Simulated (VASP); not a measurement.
Set up this calculation in VASP 6.6.1, as the native input.

```yaml
Task: single point
Functional: r2SCAN
Potentials_or_basis: VASP PAW PBE potentials, release 64 (Sc_sv, Al)
Cutoff: 520 eV
k_mesh: 12 × 12 × 12
Occupations: gaussian, width 0.02 eV
Spin: no spin polarisation
Dipole_correction: no
Further_INCAR_settings: ALGO = Normal; EDIFF = 1e-06; NBANDS = 14
```

ScAl:

```
CELL_PARAMETERS angstrom
3.37035 0.00000 0.00000
0.00000 3.37035 0.00000
0.00000 0.00000 3.37035
ATOMIC_POSITIONS crystal
Sc 0.50000 0.50000 0.50000
Al 0.00000 0.00000 0.00000
```

These files were run (other wordings do the same):

POSCAR

```
ScAl
1.0
    3.3703489700      0.0000000000      0.0000000000
    0.0000000000      3.3703489700      0.0000000000
    0.0000000000      0.0000000000      3.3703489700
Sc Al
1 1
Direct
    0.5000000000      0.5000000000      0.5000000000
    0.0000000000      0.0000000000      0.0000000000
```

INCAR.step1

```
SYSTEM = ScAl
ALGO = Normal
EDIFF = 1E-4
ENCUT = 520
GGA = PE
ISMEAR = 0
LASPH = .True.
LCHARG = .False.
LREAL = .False.
LWAVE = .True.
NBANDS = 14
NELM = 60
PREC = Accurate
SIGMA = 0.02
```

INCAR.step2

```
SYSTEM = ScAl
ALGO = Normal
EDIFF = 1E-6
ENCUT = 520
ISIF = 2
ISMEAR = 0
ISTART = 1
LASPH = .True.
LCHARG = .False.
LMIXTAU = .True.
LREAL = .False.
LWAVE = .False.
METAGGA = R2SCAN
NBANDS = 14
NELM = 60
PREC = Accurate
SIGMA = 0.02
```

KPOINTS

```
k-points
0
Gamma
  12 12 12
  0 0 0
```

Potentials or basis: VASP PAW PBE potentials, release 64 (Sc_sv, Al).

Launch:

```console
$ cat potpaw_PBE.64/Sc_sv/POTCAR potpaw_PBE.64/Al/POTCAR > POTCAR
$ cp INCAR.step1 INCAR
$ mpirun -np 1 vasp_std > vasp.out
$ cp INCAR.step2 INCAR
$ mpirun -np 1 vasp_std > vasp.out
```

Results of the run:

| Item | Value |
| --- | --- |
| Pressure | 0.1 GPa |
| Band gap on the k mesh | zero (bands 7 and 8 overlap by 1.27 eV) |

Caveat: the PAW data sets were made with another functional, which shifts forces and pressure a little.

Run time: 97 s on 1 thread of Intel(R) Xeon(R) 6975P-C (Granite Rapids) (shared host), peak memory 0.19 GiB.
